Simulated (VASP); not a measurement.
# SiW6: single point with PBE+D3(BJ)

Slab: SiW6, a slab with vacuum.

```
W Si
1.0
     4.46825    0.00000    0.00000
    -2.23413    3.86962    0.00000
     0.00000    0.00000   21.72591
W Si
6 1
Direct
  0.66667 0.33333 0.18411
  0.33333 0.66667 0.22609
  0.00000 0.00000 0.26807
  0.66667 0.33333 0.30709
  0.33333 0.66667 0.34670
  0.00000 0.00000 0.38322
  0.00000 0.44444 0.51210
```

```yaml
Program: VASP 6.6.1
Task: single point
Functional: PBE
Dispersion: D3(BJ)
Potentials_or_basis: VASP PAW PBE potentials, release 64 (W_sv, Si)
Cutoff: 520 eV
k_mesh: 6 × 6 × 1
Occupations: gaussian, width 0.1 eV
Spin: no spin polarisation
```

```yaml
Largest_force: 2.092 eV/Å
Band_gap_on_the_k_mesh: zero (band 44 reaches 0.43 eV, above the bottom of band 45 at 0.17 eV)
Dispersion_energy_per_atom: -0.406 eV
```

Forces in eV/Å, atoms in the order of the input:
```
W    0.085  0.063  2.089
W   -0.016 -0.042 -0.737
W   -0.053  0.022 -1.739
W   -0.123 -0.140 -0.084
W   -0.078 -0.150  0.806
W   -0.046  0.288  1.597
Si   0.232 -0.041 -1.933
```

Levels at points of the mesh, in eV from the Fermi level:
| k point | band 40 | band 41 | band 42 | band 43 | band 44 | band 45 | band 46 | band 47 | band 48 | band 49 |
| --- | --- | --- | --- | --- | --- | --- | --- | --- | --- | --- |
| (0.00, 0.00, 0.00) | -1.22 | -1.10 | -1.07 | -0.91 | -0.45 | 0.86 | 1.04 | 1.42 | 1.63 | 1.63 |
| (0.50, 0.00, 0.00) | -1.34 | -0.95 | -0.64 | -0.18 | 0.10 | 0.28 | 0.36 | 0.53 | 0.74 | 1.36 |
| (0.00, 0.50, 0.00) | -1.34 | -1.15 | -0.75 | -0.32 | -0.02 | 0.19 | 0.29 | 0.86 | 1.09 | 1.29 |
| (0.50, 0.50, 0.00) | -1.35 | -1.09 | -0.75 | -0.35 | 0.02 | 0.19 | 0.30 | 0.86 | 0.98 | 1.29 |

Wall time 22 min on 1 thread of Oxide Virtual Turin-like Processor, on a shared host, peak memory 0.63 GiB.

Caveat: spin-orbit coupling is left out, which moves the levels of the heavy elements.
